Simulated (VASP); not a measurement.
ZrC4, 5 atoms in the cell. It takes space group I4/m (No. 87, tetragonal). The conventional cell has a = 5.365 Å, b = 5.365 Å, c = 3.447 Å, α = 90.00°, β = 90.00°, γ = 90.00°. Zr (site symmetry 4/m) has 16 C at 2.35 to 3.15 Å within 3.2 Å. Within 1.9 Å of C (site symmetry m) lie 1 C at 1.44 Å. The cell was generated, and may not be a known phase.

| Property | Result |
| --- | --- |
| Program | VASP 6.6.1 |
| Task | single point |
| Functional | PBE |
| Potentials or basis | VASP PAW PBE potentials, release 64 (Zr_sv, C_h) |
| Cutoff | 1300 eV |
| k mesh | 6 × 6 × 6 |
| Occupations | gaussian, width 0.1 eV |
| Spin | no spin polarisation |
| Dipole correction | no |
| Further INCAR settings | ALGO = Normal; EDIFF = 1e-06; NBANDS = 22 |

Potentials or basis: VASP PAW PBE potentials, release 64 (Zr_sv, C_h).

Launch:

```sh
$ cat potpaw_PBE.64/Zr_sv/POTCAR potpaw_PBE.64/C_h/POTCAR > POTCAR
$ mpirun -np 1 vasp_std > vasp.out
```

Hardware: 1 thread of Intel(R) Xeon(R) Platinum 8259CL CPU @ 2.50GHz (Skylake/Cascade Lake) (shared host).

Estimate the wall time of this run.

It took 2.6 min on 1 thread of Intel(R) Xeon(R) Platinum 8259CL CPU @ 2.50GHz (Skylake/Cascade Lake), on a shared host, peak memory 0.43 GiB. Counts: scf iterations 13, k points 36.
